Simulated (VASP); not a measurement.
Set up this calculation in VASP 6.6.1, as the native input.

```
Task                   : relaxation of cell and atoms
Functional             : PBE
Potentials or basis    : VASP PAW PBE potentials, release 64 (Bi_d)
Cutoff                 : 500 eV
k mesh                 : 8 × 8 × 8
Occupations            : gaussian, width 0.1 eV
Spin                   : no spin polarisation
Dipole correction      : no
Further INCAR settings : ALGO = Normal; EDIFF = 1e-07; IBRION = 2; EDIFFG = -0.05; NSW = 80; ISIF = 3
```

The structure of Bi lies in POSCAR:

```
Bi
1.0
    0.0000000000      2.3146225464      2.3146225464
    2.3146225464      0.0000000000      2.3146225464
    2.3146225464      2.3146225464      0.0000000000
Bi
1
Direct
    0.0000000000      0.0000000000      0.0000000000
```

These files were run (other wordings do the same):

INCAR

```
ALGO = Normal
EDIFF = 1E-7
EDIFFG = -0.05
ENCUT = 500
GGA = PE
GGA_COMPAT = False
IBRION = 2
ISIF = 3
ISMEAR = 0
LASPH = True
LCHARG = False
LREAL = False
LWAVE = False
NELM = 120
NELMIN = 4
NSW = 80
PREC = Accurate
SIGMA = 0.1
```

KPOINTS

```
k-points
0
Gamma
  8 8 8
```

Potentials or basis: VASP PAW PBE potentials, release 64 (Bi_d).

Launch:

```bash
$ cat potpaw_PBE.64/Bi_d/POTCAR > POTCAR
$ mpirun -np 1 vasp_std > vasp.out
```

Results of the run:

The relaxed volume is 31.93 Å³/atom. The relaxed cell is a = 3.561 Å, b = 3.561 Å, c = 3.561 Å, α = 60.00°, β = 60.00°, γ = 60.00°. The space group after relaxing (to 0.05 Å) is Fm-3m (No. 225). The energy gained by relaxing is 391.7 meV/atom and the ionic steps are 3. The pressure after relaxing is -0.1 GPa.

Caveat: the volume moved by over 15 % at a fixed basis, so the end points are rough.

Run time: 14 s on 1 thread of Intel(R) Xeon(R) Platinum 8488C (Sapphire Rapids), with other jobs on the host, peak memory 0.14 GiB.
